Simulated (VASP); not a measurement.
SnO, 4 atoms in the cell. It takes space group Pmn2_1 (No. 31, orthorhombic). Conventional cell: a = 3.377 Å, b = 5.712 Å, c = 4.250 Å, α = 90.00°, β = 90.00°, γ = 90.00°. Sn (site symmetry m) has 3 O at 2.17 Å within 2.9 Å. Within 3.0 Å of O (site symmetry m) lie 3 Sn at 2.17 Å and 4 O at 2.98 Å. 

- Program: VASP 6.6.1
- Task: single point
- Functional: PBEsol
- Potentials or basis: VASP PAW PBE potentials, release 64 (Sn_d, O)
- Cutoff: 520 eV
- k mesh: 6 × 4 × 6
- Occupations: fermi-dirac, width 0.02 eV
- Spin: no spin polarisation
- Dipole correction: no
- Further INCAR settings: ALGO = Normal; EDIFF = 1e-06; NBANDS = 28

Potentials or basis: VASP PAW PBE potentials, release 64 (Sn_d, O).

Run with:

```sh
$ cat potpaw_PBE.64/Sn_d/POTCAR potpaw_PBE.64/O/POTCAR > POTCAR
$ mpirun -np 1 vasp_std > vasp.out
```

Hardware: 1 thread of Intel Xeon 8259CL (shared host).

Problem. How long does it take, and how much memory?

Solution. Run time: 2.5 min on 1 thread of Intel Xeon 8259CL (shared host), peak memory 0.23 GiB. Counts: scf iterations 14, k points 48.
